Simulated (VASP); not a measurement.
Wanted: the native input for a VASP 6.6.1 run.

```yaml
Task: single point
Functional: PBE
Potentials_or_basis: VASP PAW PBE potentials, release 64 (Al, N)
Cutoff: 520 eV
k_mesh: 6 × 6 × 6
Occupations: gaussian, width 0.05 eV
Spin: no spin polarisation
Dipole_correction: no
Further_INCAR_settings: ALGO = Normal; EDIFF = 1e-06; NBANDS = 26
```

The structure of AlN lies in POSCAR:

```
AlN
1.0
    4.4025164325      0.0000000000      0.0000000000
    0.0000000000     -4.4025164325      0.0000000000
    0.0000000000      0.0000000000     -4.4025164325
Al N
4 4
Direct
   -0.0404747856      0.1144799816     -0.0404747856
    0.5000000000      0.5000000000      0.0000000000
    0.5000000000      0.0000000000      0.5000000000
    0.0000000000      0.5000000000      0.5000000000
    0.7500000000      0.7500000000      0.7500000000
    0.2500000000      0.2500000000      0.7500000000
    0.2500000000      0.7500000000      0.2500000000
    0.7500000000      0.2500000000      0.2500000000
```

This cell differs from its parent crystal: atom 1 (Al) moved by -0.252 Å along [1 1 0] and -0.504 Å along [0 0 1].

The input as run:

INCAR

```
SYSTEM = AlN
ALGO = Normal
EDIFF = 1E-6
ENCUT = 520
GGA = PE
ISIF = 2
ISMEAR = 0
LASPH = .TRUE.
LCHARG = .FALSE.
LREAL = .FALSE.
LWAVE = .FALSE.
NBANDS = 26
NELM = 80
PREC = Accurate
SIGMA = 0.05
```

KPOINTS

```
k-points
0
G
  6 6 6
  0 0 0
```

Potentials or basis: VASP PAW PBE potentials, release 64 (Al, N).

Launch:

```console
$ cat potpaw_PBE.64/Al/POTCAR potpaw_PBE.64/N/POTCAR > POTCAR
$ mpirun -np 1 vasp_std > vasp.out
```

Results of the run:

| Item | Value |
| --- | --- |
| Pressure | 7.1 GPa |
| Largest force | 7.778 eV/Å |
| Band gap on the k mesh | 0.24 eV, indirect (least direct gap 0.34 eV) |

Caveat: the cell differs from its parent crystal (atom 1 (Al) moved by -0.252 Å along [1 1 0] and -0.504 Å along [0 0 1]); forces of over 1 eV/Å act on the atoms, so gaps and moduli don't describe the material at rest.

Wall time 90 s on 1 thread of Intel(R) Xeon(R) Platinum 8488C (Sapphire Rapids), with other jobs on the host, peak memory 0.26 GiB.
